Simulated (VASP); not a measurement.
Write the native input for VASP 6.6.1 that does the following.

```
Task                   : single point
Functional             : PBEsol
Potentials or basis    : VASP PAW PBE potentials, release 64 (In_d, P)
Cutoff                 : 520 eV
k mesh                 : 8 × 8 × 8
Occupations            : gaussian, width 0.05 eV
Spin                   : no spin polarisation
Dipole correction      : no
Further INCAR settings : ALGO = Normal; EDIFF = 1e-07; NBANDS = 16
```

The structure of InP lies in POSCAR:

```
InP
1.0
    0.0000000000      2.7107125000      2.9305000000
    2.7107125000      0.0000000000      2.9305000000
    2.7107125000      2.7107125000      0.0000000000
In P
1 1
Direct
    0.0000000000      0.0000000000      0.0000000000
    0.7500000000      0.7500000000      0.7500000000
```

This cell differs from its parent crystal: strain -0.0750 x Voigt [1, 1, 0, 0, 0, 0].

These files were run (other wordings do the same):

INCAR

```
PREC = Accurate
ENCUT = 520
EDIFF = 1E-7
ISMEAR = 0
SIGMA = 0.05
LREAL = False
LASPH = True
NELM = 60
ALGO = Normal
ISIF = 2
LWAVE = False
LCHARG = False
GGA = PS
NBANDS = 16
```

KPOINTS

```
regular mesh
0
Gamma
  8 8 8
```

Potentials or basis: VASP PAW PBE potentials, release 64 (In_d, P).

Run with:

```bash
$ cat potpaw_PBE.64/In_d/POTCAR potpaw_PBE.64/P/POTCAR > POTCAR
$ mpirun -np 1 vasp_std > vasp.out
```

Results of the run:

* Pressure: 15.7 GPa
* Band gap on the k mesh: 1.01 eV, indirect (least direct gap 1.25 eV)

Caveat: the cell differs from its parent crystal (strain -0.0750 x Voigt [1, 1, 0, 0, 0, 0]); the PAW data sets were made with another functional, which shifts forces and pressure a little; spin-orbit coupling is left out, which moves the levels of the heavy elements.

It took 43 s on 1 thread of Intel(R) Xeon(R) 6975P-C (Granite Rapids), on a shared host, peak memory 0.19 GiB.
